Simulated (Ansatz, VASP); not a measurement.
**F: VASP beside Ansatz**

The input INCAR:

```
SYSTEM = F
  PREC = Accurate
  ENCUT = 520
  EDIFF = 1E-6
  ISMEAR = 0
  SIGMA = 0.05
  LREAL = .FALSE.
  LASPH = .TRUE.
  NELM = 80
  ALGO = Normal
  ISIF = 2
  LWAVE = .FALSE.
  LCHARG = .FALSE.
  GGA = PS
  NBANDS = 22
```

File KPOINTS:

```
Automatic mesh
0
G
  4 4 2
  0 0 0
```

POSCAR

```
F
1.0
    2.9484629692     -1.6945827202     -0.2274109001
    2.9484629692      1.6945827202     -0.2274109001
   -2.2170189184      0.0000000000      6.7863396219
F
4
Direct
    0.0848459664      0.0848459664      0.0860117137
    0.9151540336      0.9151540336      0.9139882863
    0.5015719855      0.5015719855      0.5937195244
    0.4984280145      0.4984280145      0.4062804756
```

Input for Ansatz:

```yaml
crystal:
  lattice:
    - [2.9484629692, -1.6945827202, -0.2274109001]
    - [2.9484629692, 1.6945827202, -0.2274109001]
    - [-2.2170189184, 0.0, 6.7863396219]
  atoms:
    - { symbol: F, position: [0.0848459664, 0.0848459664, 0.0860117137] }
    - { symbol: F, position: [0.9151540336, 0.9151540336, 0.9139882863] }
    - { symbol: F, position: [0.5015719855, 0.5015719855, 0.5937195244] }
    - { symbol: F, position: [0.4984280145, 0.4984280145, 0.4062804756] }
basis:
  ecutwfc: 520.0
kpoints:
  mp_grid: { grid: [4, 4, 2] }
hamiltonian:
  xc: pbesol
scf:
  occupations: { method: gaussian, width: 0.05 }
output:
  forces: true
  stress: true
  eigenvalues: true
```

Alike in both runs: task single point; functional PBEsol; k mesh 4 × 4 × 2; occupations gaussian, width 0.05 eV; no spin polarisation.

```csv
,VASP,Ansatz
version,VASP 6.6.1,Ansatz 0.2.0
potentials or method,"VASP PAW PBE potentials, release 64 (F), cutoff 520 eV","scalar-relativistic, plane waves, PAW"
valence electrons in the cell,28,28
```

```csv
,VASP,Ansatz,Ansatz less VASP
gap on the k mesh at the Fermi level (eV),3.87,3.97,+0.094
least direct gap on the mesh (eV),3.94,4.04,+0.094
pressure (GPa),13.8,12.5,-1.28
"traceless stress, the component that is largest in VASP (GPa)",19.96,17.18,-2.779
rms of the force components (eV/Å),4.271,3.716,-0.5547
```

VASP's potentials were made for PBE, not for PBEsol. Atom by atom the forces differ by 0.559 eV/Å (rms over components).

The k mesh is coarse, so the values compare programs but aren't converged. Noted on VASP's run: the standard files for N, O and F lose accuracy on very short bonds.
